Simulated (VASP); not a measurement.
A run of VASP 6.6.1 is set up as follows.

File INCAR:

```
SYSTEM = SnW
PREC = Accurate
ENCUT = 600
EDIFF = 1E-6
ISMEAR = 0
SIGMA = 0.02
LREAL = .FALSE.
LASPH = .TRUE.
NELM = 100
ALGO = Normal
ISIF = 3
LWAVE = .FALSE.
LCHARG = .FALSE.
GGA = PE
IBRION = 2
NSW = 100
EDIFFG = -0.01
```

File KPOINTS:

```
Automatic mesh
0
G
  10 10 10
  0 0 0
```

POSCAR

```
SnW
1.0
    0.0000000000      3.3800372291      3.3800372291
    3.3800372291      0.0000000000      3.3800372291
    3.3800372291      3.3800372291      0.0000000000
Sn W
2 2
Direct
    0.0000000000      0.0000000000      0.0000000000
    0.2500000000      0.2500000000      0.2500000000
    0.5000000000      0.5000000000      0.5000000000
    0.7500000000      0.7500000000      0.7500000000
```

Potentials or basis: VASP PAW PBE potentials, release 64 (Sn_d, W_sv).

Command:

```sh
$ cat potpaw_PBE.64/Sn_d/POTCAR potpaw_PBE.64/W_sv/POTCAR > POTCAR
$ mpirun -np 1 vasp_std > vasp.out
```

(1) What does it give for the space group after relaxing (to 0.05 Å)?

(2) Predict the relaxed cell.

(3) What does it give for the relaxed volume?

Results:

(1) Fd-3m (No. 227).

(2) a = 4.775 Å, b = 4.775 Å, c = 4.775 Å, α = 60.00°, β = 60.00°, γ = 60.00°.

(3) 19.25 Å³/atom.
